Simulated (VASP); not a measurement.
# IrO2 (P4_2/mnm) in VASP: notebook, part 2 of 2

VASP 6.6.1. Earlier steps stand in the parts before.

## 5. Single point, PBE

This run uses another cell than the first one, of 11.11 Å³/atom.

Contents of INCAR:

```
  ALGO = Normal
  EDIFF = 1E-6
  ENCUT = 600
  GGA = PE
  GGA_COMPAT = F
  ISIF = 2
  ISMEAR = -1
  LASPH = T
  LCHARG = F
  LREAL = F
  LWAVE = F
  NBANDS = 30
  NELM = 120
  PREC = Accurate
  SIGMA = 0.1
```

Contents of KPOINTS:

```
k-points
0
Gamma
  5 5 7
```

Contents of POSCAR:

```
IrO2
1.0
    4.5643844302      0.0000000000      0.0000000000
    0.0000000000      4.5643844302      0.0000000000
    0.0000000000      0.0000000000      3.2001652929
Ir O
2 4
Direct
    0.0000000000      0.0000000000      0.0000000000
    0.5000000000      0.5000000000      0.5000000000
    0.3077000000      0.3077000000      0.0000000000
    0.1923000000      0.8077000000      0.5000000000
    0.6923000000      0.6923000000      0.0000000000
    0.8077000000      0.1923000000      0.5000000000
```

Potentials or basis: VASP PAW PBE potentials, release 64 (Ir, O).

Command:

```console
cat potpaw_PBE.64/Ir/POTCAR potpaw_PBE.64/O/POTCAR > POTCAR
mpirun -np 1 vasp_std > vasp.out
```

OUTCAR:

```text
EDIFF = 1E-6
   ENCUT = 600
   GGA = PE
   ISIF = 2
   ISMEAR = -1
   LASPH = T
   LREAL = F
   NELM = 120
   PREC = Accurate

 ion  position               nearest neighbor table
   1  0.000  0.000  0.000-   3 1.99   5 1.99   4 2.03   6 2.03   4 2.03   6 2.03
   2  0.500  0.500  0.500-   4 1.99   6 1.99   5 2.03   3 2.03   3 2.03   5 2.03
   3  0.308  0.308  0.000-   1 1.99   2 2.03   2 2.03
   4  0.192  0.808  0.500-   2 1.99   1 2.03   1 2.03
   5  0.692  0.692  0.000-   1 1.99   2 2.03   2 2.03
   6  0.808  0.192  0.500-   2 1.99   1 2.03   1 2.03

  LATTYP: Found a simple tetragonal cell.
 ALAT       =     4.5643844302
 C/A-ratio  =     0.7011165124

  Lattice vectors:

 A1 = (   4.5643844302,   0.0000000000,   0.0000000000)
 A2 = (   0.0000000000,   4.5643844302,   0.0000000000)
 A3 = (   0.0000000000,   0.0000000000,   3.2001652929)

Analysis of symmetry for initial positions (statically):
=====================================================================
[... 179 lines left out ...]

 E-fermi :   5.6093     XC(G=0): -11.7753

 val. band max:        5.6065805353   @ k =   0.4000   0.2000   0.4286
 cond. band min:       5.6200344035   @ k =   0.4000   0.4000   0.0000
 fundamental gap:      0.0134538682
 Fermi energy:         5.6093491550

 k-point     1 :       0.0000    0.0000    0.0000
  band No.  band energies     occupation
      1     -15.1964      2.00000
      2     -14.0547      2.00000
      3     -13.1161      2.00000
      4     -13.1161      2.00000
      5      -3.8034      2.00000
      6      -3.5404      2.00000
[... 781 lines left out ...]
     29      15.2958      0.00000
     30      15.3041      0.00000

------------------------ aborting loop because EDIFF is reached ----------------------------------------

  FORCE on cell =-STRESS in cart. coord.  units (eV):
  Direction    XX          YY          ZZ          XY          YZ          ZX
  --------------------------------------------------------------------------------------
  -------------------------------------------------------------------------------------
  Total       -1.3292728     -1.3292728     -1.9662315      0.0000000      0.0000000      0.0000000
  in kB      -31.9438934    -31.9438934    -47.2507155      0.0000000      0.0000000      0.0000000
  external PRESSURE =     -37.0461674 kB  Pullay stress =       0.0000000 kB

 VOLUME and BASIS-vectors are now :
 -----------------------------------------------------------------------------
  energy-cutoff  :      600.00
  volume of cell :       66.67
      direct lattice vectors                 reciprocal lattice vectors
     4.564384430  0.000000000  0.000000000     0.219087593  0.000000000  0.000000000
     0.000000000  4.564384430  0.000000000     0.000000000  0.219087593  0.000000000
     0.000000000  0.000000000  3.200165293     0.000000000  0.000000000  0.312483859

 POSITION                                       TOTAL-FORCE (eV/Angst)
 -----------------------------------------------------------------------------------
      0.00000      0.00000      0.00000         0.000000      0.000000     -0.000000
      2.28219      2.28219      1.60008         0.000000      0.000000     -0.000000
      1.40446      1.40446      0.00000         0.098693      0.098693     -0.000000
      0.87773      3.68665      1.60008        -0.098693      0.098693     -0.000000
      3.15992      3.15992      0.00000        -0.098693     -0.098693      0.000000
      3.68665      0.87773      1.60008         0.098693     -0.098693      0.000000
 -----------------------------------------------------------------------------------
    total drift:                                0.000000      0.000000     -0.000000

  FREE ENERGIE OF THE ION-ELECTRON SYSTEM (eV)
  ---------------------------------------------------
  free  energy   TOTEN  =       -42.3126720304 eV

  energy  without entropy=      -42.2036220871  energy(sigma->0) =      -42.25814706
```

stdout:

```text
POSCAR found type information on POSCAR IrO
 POSCAR found :  2 types and       6 ions
 scaLAPACK will be used
 LDA part: xc-table for (Slater+PW92), standard interpolation
 POSCAR, INCAR and KPOINTS ok, starting setup
 FFT: planning ... GRIDC
 FFT: planning ... GRID_SOFT
 FFT: planning ... GRID
 WAVECAR not read
 entering main loop
```

It took 74 s on 1 thread of Intel Xeon 8259CL, shared host; peak memory 0.21 GiB.

What came out:

```yaml
Free_energy: -42.3127 eV
Pressure: -3.7 GPa
Largest_force: 0.140 eV/Å
Band_gap_on_the_k_mesh: zero (bands 21 and 22 overlap by 0.65 eV)
```

Forces in eV/Å, atoms in the order of the input:
```
Ir   0.000  0.000  0.000
Ir   0.000  0.000  0.000
O    0.099  0.099  0.000
O   -0.099  0.099  0.000
O   -0.099 -0.099  0.000
O    0.099 -0.099  0.000
```

Stress tensor (GPa, compression positive):
```
-3.19  0.00  0.00
 0.00 -3.19  0.00
 0.00  0.00 -4.73
```

Caveat: the cell stands under tension; spin-orbit coupling is left out, which moves the levels of the heavy elements.

## 6. Single point, PBE

This run uses another cell than the first one, of 11.43 Å³/atom.

Contents of INCAR:

```
  PREC = Accurate
  ENCUT = 600
  EDIFF = 1E-6
  ISMEAR = -1
  SIGMA = 0.1
  LREAL = False
  LASPH = True
  NELM = 120
  ALGO = Normal
  ISIF = 2
  LWAVE = False
  LCHARG = True
  GGA = PE
  LELF = True
  LVHAR = True
  NBANDS = 30
  GGA_COMPAT = False
```

Contents of KPOINTS:

```
Automatic mesh
0
Gamma
  5 5 7
```

Changes to POSCAR since step 5:

```diff
@@ -2,5 +2,5 @@
 1.0
-    4.5643844302      0.0000000000      0.0000000000
-    0.0000000000      4.5643844302      0.0000000000
-    0.0000000000      0.0000000000      3.2001652929
+    4.6078573745      0.0000000000      0.0000000000
+    0.0000000000      4.6078573745      0.0000000000
+    0.0000000000      0.0000000000      3.2306448920
 Ir O
```

Potentials or basis: VASP PAW PBE potentials, release 64 (Ir, O).

Command:

```console
cat potpaw_PBE.64/Ir/POTCAR potpaw_PBE.64/O/POTCAR > POTCAR
mpirun -np 1 vasp_std > vasp.out
```

OUTCAR:

```text
PREC = Accurate
   ENCUT = 600
   EDIFF = 1E-6
   ISMEAR = -1
   LREAL = False
   LASPH = True
   NELM = 120
   ISIF = 2
   GGA = PE

 ion  position               nearest neighbor table
   1  0.000  0.000  0.000-   3 2.01   5 2.01   4 2.04   6 2.04   4 2.04   6 2.04
   2  0.500  0.500  0.500-   4 2.01   6 2.01   5 2.04   3 2.04   3 2.04   5 2.04
   3  0.308  0.308  0.000-   1 2.01   2 2.04   2 2.04
   4  0.192  0.808  0.500-   2 2.01   1 2.04   1 2.04
   5  0.692  0.692  0.000-   1 2.01   2 2.04   2 2.04
   6  0.808  0.192  0.500-   2 2.01   1 2.04   1 2.04

  LATTYP: Found a simple tetragonal cell.
 ALAT       =     4.6078573745
 C/A-ratio  =     0.7011165124

  Lattice vectors:

 A1 = (   4.6078573745,   0.0000000000,   0.0000000000)
 A2 = (   0.0000000000,   4.6078573745,   0.0000000000)
 A3 = (   0.0000000000,   0.0000000000,   3.2306448920)

Analysis of symmetry for initial positions (statically):
=====================================================================
 Subroutine PRICEL returns:
 Original cell was already a primitive cell.

[... 181 lines left out ...]
 cond. band min:       5.2047124515   @ k =   0.4000   0.2000   0.4286
 fundamental gap:      0.0060672466
 Fermi energy:         5.2040853798

 k-point     1 :       0.0000    0.0000    0.0000
  band No.  band energies     occupation
      1     -15.3133      2.00000
      2     -14.2165      2.00000
      3     -13.3549      2.00000
      4     -13.3549      2.00000
      5      -3.9103      2.00000
      6      -3.6315      2.00000
[... 781 lines left out ...]
     29      14.8089      0.00000
     30      14.9048      0.00000

------------------------ aborting loop because EDIFF is reached ----------------------------------------

  FORCE on cell =-STRESS in cart. coord.  units (eV):
  Direction    XX          YY          ZZ          XY          YZ          ZX
  --------------------------------------------------------------------------------------
  -------------------------------------------------------------------------------------
  Total       -3.9982673     -3.9982673     -5.5606467      0.0000000      0.0000000      0.0000000
  in kB      -93.3888717    -93.3888717   -129.8818920      0.0000000      0.0000000      0.0000000
  external PRESSURE =    -105.5532118 kB  Pullay stress =       0.0000000 kB

 VOLUME and BASIS-vectors are now :
 -----------------------------------------------------------------------------
  energy-cutoff  :      600.00
  volume of cell :       68.59
      direct lattice vectors                 reciprocal lattice vectors
     4.607857374  0.000000000  0.000000000     0.217020606  0.000000000  0.000000000
     0.000000000  4.607857374  0.000000000     0.000000000  0.217020606  0.000000000
     0.000000000  0.000000000  3.230644892     0.000000000  0.000000000  0.309535722

 POSITION                                       TOTAL-FORCE (eV/Angst)
 -----------------------------------------------------------------------------------
      0.00000      0.00000      0.00000         0.000000     -0.000000     -0.000000
      2.30393      2.30393      1.61532         0.000000     -0.000000     -0.000000
      1.41784      1.41784      0.00000         0.121634      0.121634      0.000000
      0.88609      3.72177      1.61532        -0.121634      0.121634     -0.000000
      3.19002      3.19002      0.00000        -0.121634     -0.121634     -0.000000
      3.72177      0.88609      1.61532         0.121634     -0.121634     -0.000000
 -----------------------------------------------------------------------------------
    total drift:                                0.000000     -0.000000     -0.000000

  FREE ENERGIE OF THE ION-ELECTRON SYSTEM (eV)
  ---------------------------------------------------
  free  energy   TOTEN  =       -42.2309352852 eV

  energy  without entropy=      -42.1177525362  energy(sigma->0) =      -42.17434391
```

OSZICAR:

```text
N       E                     dE             d eps       ncg     rms          rms(c)
DAV:   1     0.460958183419E+03    0.46096E+03   -0.22641E+04  1440   0.154E+03
DAV:   2    -0.330082391562E+01   -0.46426E+03   -0.44127E+03  1464   0.413E+02
DAV:   3    -0.489694700191E+02   -0.45669E+02   -0.43712E+02  1800   0.139E+02
DAV:   4    -0.503964178051E+02   -0.14269E+01   -0.14155E+01  1690   0.261E+01
DAV:   5    -0.504272256477E+02   -0.30808E-01   -0.30783E-01  1738   0.366E+00    0.410E+01
DAV:   6    -0.433462026593E+02    0.70810E+01   -0.31162E+01  2194   0.541E+01    0.200E+01
DAV:   7    -0.423361163884E+02    0.10101E+01   -0.49916E+00  2212   0.288E+01    0.131E+01
DAV:   8    -0.422404898239E+02    0.95627E-01   -0.75445E-01  2102   0.899E+00    0.127E+00
DAV:   9    -0.422349053407E+02    0.55845E-02   -0.33423E-02  1608   0.140E+00    0.590E-01
DAV:  10    -0.422310395628E+02    0.38658E-02   -0.14818E-02  1760   0.121E+00    0.332E-01
DAV:  11    -0.422309135657E+02    0.12600E-03   -0.71167E-04  1912   0.217E-01    0.699E-02
DAV:  12    -0.422309358621E+02   -0.22296E-04   -0.70252E-05  1584   0.678E-02    0.111E-02
DAV:  13    -0.422309352852E+02    0.57683E-06   -0.45350E-06  1790   0.295E-02
   1 F= -.42230935E+02 E0= -.42174344E+02  d E =-.113183E+00
```

stdout:

```text
POSCAR found type information on POSCAR IrO
 POSCAR found :  2 types and       6 ions
 scaLAPACK will be used
 LDA part: xc-table for (Slater+PW92), standard interpolation
 POSCAR, INCAR and KPOINTS ok, starting setup
 FFT: planning ... GRIDC
 FFT: planning ... GRID_SOFT
 FFT: planning ... GRID
 WAVECAR not read
 entering main loop
```

Wall time 94 s (1 thread of Intel Xeon 8259CL, shared host); peak memory 0.23 GiB.

What came out:

```
Free energy            : -42.2309 eV
Pressure               : -10.6 GPa
Largest force          : 0.172 eV/Å
Band gap on the k mesh : zero (bands 21 and 22 overlap by 0.62 eV)
```

Forces on the atoms (eV/Å):
```
Ir   0.000  0.000  0.000
Ir   0.000  0.000  0.000
O    0.122  0.122  0.000
O   -0.122  0.122  0.000
O   -0.122 -0.122  0.000
O    0.122 -0.122  0.000
```

Caveat: the cell stands under tension; spin-orbit coupling is left out, which moves the levels of the heavy elements.

## 7. The runs side by side

```csv
cell,gap on the mesh (eV),pressure (GPa),largest force (eV/Å)
"a = 4.429, b = 4.429, c = 3.105 Å, 6 atoms",none,25.6,0.01
"a = 4.475, b = 4.475, c = 3.137 Å, 6 atoms",none,14.1,0.06
"a = 4.520, b = 4.520, c = 3.169 Å, 6 atoms",none,4.4,0.10
"a = 4.564, b = 4.564, c = 3.200 Å, 6 atoms",none,-3.7,0.14
"a = 4.608, b = 4.608, c = 3.231 Å, 6 atoms",none,-10.6,0.17
```

Alike in all rows: task single point; level PBE; potentials or basis VASP PAW PBE potentials, release 64 (Ir, O); no spin polarisation; k mesh 5 × 5 × 7; cutoff (eV) 600; smearing fermi-dirac 0.1 eV.

Caveats: spin-orbit coupling is left out, which moves the levels of the heavy elements; the cell stands under pressure (at least some runs); the cell stands under tension (at least some runs); the stress differs along the axes, from 23 to 31 GPa (at least some runs).

Absolute energies hang on the potentials; compare differences alone.
